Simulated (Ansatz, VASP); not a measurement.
## Two plane-wave programs on Al2Pt

```xyz
3
Lattice="0.0000 2.9735 2.9735 2.9735 0.0000 2.9735 2.9735 2.9735 0.0000" Properties=species:S:1:pos:R:3 pbc="T T T"
Al    1.4868    1.4868    1.4868
Al    4.4603    4.4603    4.4603
Pt    0.0000    0.0000    0.0000
```

Alike in both runs: functional PBE; k mesh 11 × 11 × 11; occupations fermi-dirac, width 0.05 eV; no spin polarisation.

Ansatz relaxed the structure, and its values are those at the end. VASP's run is a single point on that final structure, the one shown.

|  | VASP | Ansatz |
| --- | --- | --- |
| version | VASP 6.6.1 | Ansatz 0.2.0 |
| potentials or method | VASP PAW PBE potentials, release 64 (Al, Pt) | PAW with Ansatz's default frozen-core files, scalar-relativistic |
| plane-wave cutoff (eV) | 520 | 420 |
| valence electrons in the cell | 16 | 24 |

Ansatz gave:

```
pressure (GPa) : 0.0
```

Q: Estimate VASP's values.

A: Pressure (GPa): -0.2.

The functional is the same, so the differences come from potentials, cutoffs and numerics. VASP's potentials hold 16 valence electrons a cell and Ansatz's 24, so a difference there can come from the potentials and not from the codes.

Neither program's run includes spin-orbit coupling.
